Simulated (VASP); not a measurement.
# SrO (Fm-3m) in VASP: further runs, part 2 of 2

VASP 6.6.1. The steps go on from the part before.

## 3. Relaxation of cell and atoms, revPBE+D3(BJ)

This run uses another cell than the first one, of 16.90 Å³/atom, 0.987 times its volume.

INCAR

```
SYSTEM = SrO
PREC     = Accurate       ! precision mode
ENCUT    = 600            ! plane-wave cutoff, eV
EDIFF    = 1E-6           ! SCF threshold, eV
ISMEAR   = -1             ! smearing method
SIGMA    = 0.05           ! smearing width, eV
LREAL    = .False.        ! projectors in reciprocal space
LASPH    = .True.         ! aspherical terms in the spheres
NELM     = 60             ! most SCF steps
ALGO     = Normal         ! electronic algorithm
ISIF     = 3              ! what is computed and relaxed
LWAVE    = .False.        ! write WAVECAR
LCHARG   = .False.        ! write CHGCAR
GGA      = RE             ! functional
IVDW     = 12             ! dispersion correction
IBRION   = 2              ! ionic algorithm
NSW      = 80             ! ionic steps
EDIFFG   = -0.02          ! ionic threshold
```

KPOINTS

```
Automatic mesh
0
Gamma
  9 9 9
  0 0 0
```

POSCAR

```
SrO
1.0
    0.0000000000      2.5663000000      2.5663000000
    2.5663000000      0.0000000000      2.5663000000
    2.5663000000      2.5663000000      0.0000000000
Sr O
1 1
Direct
    0.5000000000      0.5000000000      0.5000000000
    0.0000000000      0.0000000000      0.0000000000
```

Potentials or basis: VASP PAW PBE potentials, release 64 (Sr_sv, O).

Launch:

```console
$ cat potpaw_PBE.64/Sr_sv/POTCAR potpaw_PBE.64/O/POTCAR > POTCAR
$ mpirun -np 1 vasp_std > vasp.out
```

OUTCAR:

```text
SYSTEM = SrO
   PREC = Accurate
   ENCUT = 600
   EDIFF = 1E-6
   ISMEAR = -1
   LREAL = .False.
   LASPH = .True.
   NELM = 60
   ISIF = 3
   GGA = RE
   IVDW = 12
   IBRION = 2
   NSW = 80
   EDIFFG = -0.02
 IVDW          = 12

 ion  position               nearest neighbor table
   1  0.500  0.500  0.500-   2 2.57   2 2.57   2 2.57   2 2.57   2 2.57   2 2.57
   2  0.000  0.000  0.000-   1 2.57   1 2.57   1 2.57   1 2.57   1 2.57   1 2.57

  LATTYP: Found a face centered cubic cell.
 ALAT       =     5.1326000000

  Lattice vectors:

 A1 = (   0.0000000000,   2.5663000000,   2.5663000000)
 A2 = (   2.5663000000,   0.0000000000,   2.5663000000)
 A3 = (   2.5663000000,   2.5663000000,   0.0000000000)

Analysis of symmetry for initial positions (statically):
=====================================================================
 Subroutine PRICEL returns:
 Original cell was already a primitive cell.

 Routine SETGRP: Setting up the symmetry group for a
 face centered cubic supercell.

 Subroutine GETGRP returns: Found 48 space group operations
[... 9 lines left out ...]

 Routine SETGRP: Setting up the symmetry group for a
 face centered cubic supercell.

 Subroutine GETGRP returns: Found 48 space group operations
[... 11 lines left out ...]
                                     Primitive cell

[... 131 lines left out ...]
 number of electron      15.9999997 magnetization

 Free energy of the ion-electron system (eV)
  ---------------------------------------------------
  ext. energy  EPLUGINS =         0.00000000
  ---------------------------------------------------
  free energy    TOTEN  =       -11.42204249 eV

  energy without entropy =      -11.42204249  energy(sigma->0) =      -11.42204249

------------------------ aborting loop because EDIFF is reached ----------------------------------------

 Edisp (eV)   -0.88797

 E8    (eV) :    -0.6441
[... 71 lines left out ...]
--------------------------------------- Ionic step        3  -------------------------------------------

 number of electron      15.9999998 magnetization

 Free energy of the ion-electron system (eV)
  ---------------------------------------------------
  ext. energy  EPLUGINS =         0.00000000
  ---------------------------------------------------
  free energy    TOTEN  =       -11.44243727 eV

  energy without entropy =      -11.44243727  energy(sigma->0) =      -11.44243727

 E-fermi :   2.7295     XC(G=0):  -9.7763

 val. band max:        1.7344217982   @ k =   0.0000   0.0000   0.0000
 cond. band min:       5.1517634052   @ k =   0.4444   0.4444   0.0000
 fundamental gap:      3.4173416070
 Fermi energy:         2.7295069518

 k-point     1 :       0.0000    0.0000    0.0000
  band No.  band energies     occupation
      1     -30.7735      2.00000
      2     -13.4093      2.00000
      3     -12.4316      2.00000
      4     -12.4316      2.00000
      5     -12.4316      2.00000
      6       1.7344      2.00000
      7       1.7344      2.00000
      8       1.7344      2.00000
      9       5.7578      0.00000
     10       7.9639      0.00000
     11       7.9639      0.00000
     12       7.9639      0.00000
[... 331 lines left out ...]
 k-point    24 :       0.4444    0.4444    0.0000
  band No.  band energies     occupation
      1     -30.6126      2.00000
      2     -13.6865      2.00000
      3     -12.9752      2.00000
      4     -12.7653      2.00000
      5     -12.7653      2.00000
      6       1.1788      2.00000
      7       1.6306      2.00000
      8       1.6306      2.00000
      9       5.1518      0.00000
     10       9.3673      0.00000
     11      11.7271      0.00000
     12      12.1054      0.00000

 [... further k-points ...]

------------------------ aborting loop because EDIFF is reached ----------------------------------------

 Edisp (eV)   -0.87087

 E8    (eV) :    -0.6317
[... 25 lines left out ...]
  FREE ENERGIE OF THE ION-ELECTRON SYSTEM (eV)
  ---------------------------------------------------
  free  energy   TOTEN  =       -12.3133048645 eV

  energy  without entropy=      -12.3133048644  energy(sigma->0) =      -12.31330486

 reached required accuracy - stopping structural energy minimisation
```

OSZICAR:

```text
N       E                     dE             d eps       ncg     rms          rms(c)
DAV:   1     0.717400240700E+02    0.71740E+02   -0.88175E+03   840   0.140E+03
[... 26 lines left out ...]
DAV:   2    -0.114434444750E+02    0.44525E-02   -0.19812E-02   916   0.121E+00    0.195E-01
DAV:   3    -0.114425058478E+02    0.93863E-03   -0.19993E-03  1096   0.492E-01    0.169E-01
DAV:   4    -0.114423492358E+02    0.15661E-03   -0.13713E-03  1276   0.276E-01    0.134E-01
DAV:   5    -0.114424158780E+02   -0.66642E-04   -0.46245E-05   988   0.761E-02    0.351E-02
DAV:   6    -0.114424342285E+02   -0.18351E-04   -0.82472E-05  1360   0.642E-02    0.152E-02
DAV:   7    -0.114424371992E+02   -0.29706E-05   -0.15748E-06   912   0.131E-02    0.300E-03
DAV:   8    -0.114424372677E+02   -0.68495E-07   -0.26441E-07   428   0.544E-03
   3 F= -.12313305E+02 E0= -.12313305E+02  d E =-.328982E-02
```

It took 27 s on 1 thread of AMD EPYC 9R45 (Zen 5), shared host; peak memory 0.16 GiB.

What came out:

```
Free energy                            : -12.3133 eV
Relaxed volume                         : 17.22 Å³/atom
Relaxed cell                           : a = 3.652 Å, b = 3.652 Å, c = 3.652 Å, α = 60.00°, β = 60.00°, γ = 60.00°
Space group after relaxing (to 0.05 Å) : Fm-3m (No. 225)
Energy gained by relaxing              : 1.6 meV/atom
Ionic steps                            : 3
Pressure after relaxing                : 0.0 GPa
Band gap on the k mesh                 : 3.42 eV, indirect (least direct gap 3.52 eV)
Dispersion energy per atom             : -0.435 eV
```

Step by step:
```tsv
step	energy change (eV)	largest force (eV/Å)	pressure (GPa)	volume (Å³)
1	0.0000	0.0000	1.69	33.80
2	-0.0028	0.0000	-0.60	34.68
3	-0.0033	0.0000	0.01	34.44
```

Final structure:
```xyz
2
Lattice="0.0000 2.5823 2.5823 2.5823 0.0000 2.5823 2.5823 2.5823 0.0000" Properties=species:S:1:pos:R:3 pbc="T T T"
Sr    2.5823    2.5823    2.5823
O     0.0000    0.0000    0.0000
```

Caveat: the PAW data sets were made with another functional, which shifts forces and pressure a little. A k mesh can miss the band edges.

## 4. Single point, PBE, non-collinear spin, zero start, spin-orbit coupling

This run uses another cell than the first one, of 16.90 Å³/atom, 0.987 times its volume.

INCAR

```
ALGO = Normal
EDIFF = 1E-6
ENCUT = 520
GGA = PE
GGA_COMPAT = F
ISIF = 2
ISMEAR = -1
LASPH = T
LCHARG = F
LNONCOLLINEAR = T
LORBIT = 11
LORBMOM = T
LREAL = F
LSORBIT = T
LWAVE = F
MAGMOM = 0 0 0 0 0 0
NBANDS = 28
NELM = 150
PREC = Accurate
SIGMA = 0.05
```

KPOINTS

```
k-points
0
Gamma
  7 7 7
```

POSCAR is that of step 3.

Potentials or basis: VASP PAW PBE potentials, release 64 (Sr_sv, O).

Launch:

```console
$ cat potpaw_PBE.64/Sr_sv/POTCAR potpaw_PBE.64/O/POTCAR > POTCAR
$ mpirun -np 1 vasp_ncl > vasp.out
```

OUTCAR:

```text
EDIFF = 1E-6
   ENCUT = 520
   GGA = PE
   ISIF = 2
   ISMEAR = -1
   LASPH = T
   LNONCOLLINEAR = T
   LORBIT = 11
   LREAL = F
   LSORBIT = T
   NELM = 150
   PREC = Accurate

 ion  position               nearest neighbor table
   1  0.500  0.500  0.500-   2 2.57   2 2.57   2 2.57   2 2.57   2 2.57   2 2.57
   2  0.000  0.000  0.000-   1 2.57   1 2.57   1 2.57   1 2.57   1 2.57   1 2.57

  LATTYP: Found a face centered cubic cell.
 ALAT       =     5.1326000000

  Lattice vectors:

 A1 = (   0.0000000000,   2.5663000000,   2.5663000000)
 A2 = (   2.5663000000,   0.0000000000,   2.5663000000)
 A3 = (   2.5663000000,   2.5663000000,   0.0000000000)

Analysis of symmetry for initial positions (statically):
=====================================================================
 Subroutine PRICEL returns:
 Original cell was already a primitive cell.

 Routine SETGRP: Setting up the symmetry group for a
 face centered cubic supercell.

 Subroutine GETGRP returns: Found 48 space group operations
 (whereof 48 operations were pure point group operations)
 out of a pool of 48 trial point group operations.

The static configuration has the point symmetry O_h .

Analysis of symmetry for dynamics (positions and initial velocities):
=====================================================================
 Subroutine PRICEL returns:
 Original cell was already a primitive cell.

 Routine SETGRP: Setting up the symmetry group for a
 face centered cubic supercell.

 Subroutine GETGRP returns: Found 48 space group operations
 (whereof 48 operations were pure point group operations)
 out of a pool of 48 trial point group operations.

The dynamic configuration has the point symmetry O_h .

Analysis of structural, dynamic, and magnetic symmetry:
[... 822 lines left out ...]
            0.000   0.000   0.000

 orbital moment (y)

 # of ion     p       d       tot
 ----------------------------------------
  1         0.000   0.000   0.000
  2         0.000   0.000   0.000
 ----------------------------------------
            0.000   0.000   0.000

 orbital moment (z)

 # of ion     p       d       tot
 ----------------------------------------
  1         0.000   0.000   0.000
  2         0.000   0.000   0.000
 ----------------------------------------
            0.000   0.000   0.000

 Spin-Orbit-Coupling matrix elements

 Ion:    1  E_soc:     -0.1752518
 l=   1
     0.0000000    -0.0291817    -0.0291817
    -0.0291817     0.0000000    -0.0291817
    -0.0291817    -0.0291817     0.0000000
 l=   2
     0.0000000    -0.0000017     0.0000000    -0.0000017    -0.0000253
    -0.0000017     0.0000000    -0.0000190    -0.0000017    -0.0000063
     0.0000000    -0.0000190     0.0000000    -0.0000190     0.0000000
    -0.0000017    -0.0000017    -0.0000190     0.0000000    -0.0000063
    -0.0000253    -0.0000063     0.0000000    -0.0000063     0.0000000
 l=   3
     0.0000000     0.0000000     0.0000000     0.0000000     0.0000000     0.0000000     0.0000000
     0.0000000     0.0000000     0.0000000     0.0000000     0.0000000     0.0000000     0.0000000
     0.0000000     0.0000000     0.0000000     0.0000000     0.0000000     0.0000000     0.0000000
     0.0000000     0.0000000     0.0000000     0.0000000     0.0000000     0.0000000     0.0000000
     0.0000000     0.0000000     0.0000000     0.0000000     0.0000000     0.0000000     0.0000000
     0.0000000     0.0000000     0.0000000     0.0000000     0.0000000     0.0000000     0.0000000
     0.0000000     0.0000000     0.0000000     0.0000000     0.0000000     0.0000000     0.0000000

 Ion:    2  E_soc:     -0.0003169
 l=   1
     0.0000000    -0.0000528    -0.0000528
    -0.0000528     0.0000000    -0.0000528
    -0.0000528    -0.0000528     0.0000000
 l=   2
     0.0000000     0.0000000     0.0000000     0.0000000     0.0000000
     0.0000000     0.0000000     0.0000000     0.0000000     0.0000000
     0.0000000     0.0000000     0.0000000     0.0000000     0.0000000
     0.0000000     0.0000000     0.0000000     0.0000000     0.0000000
     0.0000000     0.0000000     0.0000000     0.0000000     0.0000000
 l=   3
     0.0000000     0.0000000     0.0000000     0.0000000     0.0000000     0.0000000     0.0000000
     0.0000000     0.0000000     0.0000000     0.0000000     0.0000000     0.0000000     0.0000000
     0.0000000     0.0000000     0.0000000     0.0000000     0.0000000     0.0000000     0.0000000
     0.0000000     0.0000000     0.0000000     0.0000000     0.0000000     0.0000000     0.0000000
     0.0000000     0.0000000     0.0000000     0.0000000     0.0000000     0.0000000     0.0000000
     0.0000000     0.0000000     0.0000000     0.0000000     0.0000000     0.0000000     0.0000000
     0.0000000     0.0000000     0.0000000     0.0000000     0.0000000     0.0000000     0.0000000

 total charge

# of ion       s       p       d       tot
------------------------------------------
    1        2.017   5.836   0.261   8.114
    2        1.552   3.426   0.000   4.978
--------------------------------------------------
tot          3.570   9.262   0.261  13.092

 magnetization (x)

# of ion       s       p       d       tot
------------------------------------------
    1        0.000   0.000  -0.000   0.000
    2        0.000   0.000   0.000   0.000
--------------------------------------------------
tot          0.000   0.000  -0.000   0.000

 magnetization (y)

# of ion       s       p       d       tot
------------------------------------------
    1        0.000   0.000  -0.000   0.000
    2        0.000   0.000   0.000   0.000
--------------------------------------------------
tot          0.000   0.000  -0.000   0.000

 magnetization (z)

# of ion       s       p       d       tot
------------------------------------------
    1        0.000  -0.000   0.000  -0.000
    2       -0.000   0.000   0.000  -0.000
--------------------------------------------------
tot         -0.000  -0.000   0.000  -0.000
```

stdout:

```text
POSCAR found type information on POSCAR SrO
 POSCAR found :  2 types and       2 ions
 scaLAPACK will be used
 LDA part: xc-table for (Slater+PW92), standard interpolation
 POSCAR, INCAR and KPOINTS ok, starting setup
 FFT: planning ... GRIDC
 FFT: planning ... GRID_SOFT
 FFT: planning ... GRID
 WAVECAR not read
 entering main loop
```

Wall time 32 s (1 thread of AMD EPYC 9R45 (Zen 5), shared host); peak memory 0.22 GiB.

Results:

```yaml
Free_energy: -12.1242 eV
Pressure: 3.9 GPa
Net_moment: 0.00 μB per cell
Valence_electrons_inside_the_program's_atomic_spheres: Sr 8.11; O 4.98
```

Moments on the atoms (μB; x, y, z):
```
Sr  0.00 0.00 0.00
O   0.00 0.00 0.00
```

## 5. Single point, PBEsol

This run uses another cell than the first one, of 16.90 Å³/atom, 0.987 times its volume.

INCAR

```
SYSTEM = SrO
PREC = Accurate
ENCUT = 520
EDIFF = 1E-7
ISMEAR = -1
SIGMA = 0.05
LREAL = .False.
LASPH = .True.
NELM = 60
ALGO = Normal
ISIF = 2
LWAVE = .False.
LCHARG = .True.
GGA = PS
LELF = .True.
LVHAR = .True.
NBANDS = 15
```

KPOINTS

```
regular mesh
0
Gamma
  7 7 7
  0 0 0
```

POSCAR is that of step 4.

Launch:

```console
$ cat potpaw_PBE.64/Sr_sv/POTCAR potpaw_PBE.64/O/POTCAR > POTCAR
$ mpirun -np 1 vasp_std > vasp.out
```

It took 6.3 s on 1 thread of Intel Xeon 6975P-C (Granite Rapids), shared host; peak memory 0.16 GiB.

It converged, with:

```yaml
Free_energy: -12.6397 eV
Pressure: 0.1 GPa
Band_gap_on_the_k_mesh: 3.25 eV, indirect (least direct gap 3.35 eV)
```

Levels at points of the mesh, in eV from the valence-band top:
| k point | band 4 | band 5 | band 6 | band 7 | band 8 | band 9 | band 10 | band 11 | band 12 | band 13 |
| --- | --- | --- | --- | --- | --- | --- | --- | --- | --- | --- |
| (0.00, 0.00, 0.00) | -13.87 | -13.87 | 0.00 | 0.00 | 0.00 | 3.86 | 6.17 | 6.17 | 6.17 | 8.38 |

Caveat: the PAW data sets were made with another functional, which shifts forces and pressure a little.

## 6. Single point, LDA

This run uses another cell than the first one, of 16.23 Å³/atom, 0.948 times its volume.

INCAR

```
SYSTEM = SrO
PREC     = Accurate       ! precision mode
ENCUT    = 520            ! plane-wave cutoff, eV
EDIFF    = 1E-7           ! SCF threshold, eV
ISMEAR   = -1             ! smearing method
SIGMA    = 0.05           ! smearing width, eV
LREAL    = .FALSE.        ! projectors in reciprocal space
LASPH    = .TRUE.         ! aspherical terms in the spheres
NELM     = 100            ! most SCF steps
ALGO     = Normal         ! electronic algorithm
ISIF     = 2              ! what is computed and relaxed
LWAVE    = .FALSE.        ! write WAVECAR
LCHARG   = .TRUE.         ! write CHGCAR
LELF     = .TRUE.         ! ELF
LVHAR    = .TRUE.       
NBANDS   = 15             ! bands
```

KPOINTS

```
regular mesh
0
G
  9 9 9
  0 0 0
```

POSCAR

```
SrO
1.0
    0.0000000000      2.5320707889      2.5320707889
    2.5320707889      0.0000000000      2.5320707889
    2.5320707889      2.5320707889      0.0000000000
Sr O
1 1
Direct
    0.5000000000      0.5000000000      0.5000000000
    0.0000000000      0.0000000000      0.0000000000
```

Potentials or basis: VASP PAW LDA potentials, release 64 (Sr_sv, O).

Launch:

```console
$ cat potpaw_LDA.64/Sr_sv/POTCAR potpaw_LDA.64/O/POTCAR > POTCAR
$ mpirun -np 1 vasp_std > vasp.out
```

Wall time 7.6 s (1 thread of Intel Xeon 6975P-C (Granite Rapids), shared host); peak memory 0.15 GiB.

Results (log left out):

```yaml
Free_energy: -13.3867 eV
Pressure: 0.9 GPa
Band_gap_on_the_k_mesh: 3.12 eV, indirect (least direct gap 3.18 eV)
```

Levels at points of the mesh, in eV from the valence-band top:
| k point | band 5 | band 6 | band 7 | band 8 | band 9 | band 10 | band 11 | band 12 |
| --- | --- | --- | --- | --- | --- | --- | --- | --- |
| (0.00, 0.00, 0.00) | -13.61 | 0.00 | 0.00 | 0.00 | 4.13 | 6.20 | 6.20 | 6.20 |

## 7. The runs side by side

| task | level | potentials or basis | spin | cell | k mesh | cutoff (eV) | gap on the mesh (eV) | pressure (GPa) |
| --- | --- | --- | --- | --- | --- | --- | --- | --- |
| single point | revPBE+D3(BJ) | VASP PAW PBE potentials, release 64 (Sr_sv, O) | off | a = 3.646 Å, angles 60.0°, 2 atoms | 9 × 9 × 9 | 520 | 3.41 | 0.6 |
| relaxation of cell and atoms | revPBE+D3(BJ) | VASP PAW PBE potentials, release 64 (Sr_sv, O) | off | relaxed from a = 3.629 Å, angles 60.0°, 2 atoms | 9 × 9 × 9 | 600 | 3.42 | 0.0 |
| single point | PBE | VASP PAW PBE potentials, release 64 (Sr_sv, O) | non-collinear, zero start, SOC | a = 3.629 Å, angles 60.0°, 2 atoms | 7 × 7 × 7 | 520 | - | 3.9 |
| single point | PBEsol | VASP PAW PBE potentials, release 64 (Sr_sv, O) | off | a = 3.629 Å, angles 60.0°, 2 atoms | 7 × 7 × 7 | 520 | 3.25 | 0.1 |
| single point | LDA | VASP PAW LDA potentials, release 64 (Sr_sv, O) | off | a = 3.581 Å, angles 60.0°, 2 atoms | 9 × 9 × 9 | 520 | 3.12 | 0.9 |

Alike in all rows: smearing fermi-dirac 0.05 eV.

Caveats: the PAW data sets were made with another functional, which shifts forces and pressure a little (some runs).

Total energies depend on the potentials used, so only differences within one code and one set of settings carry meaning.
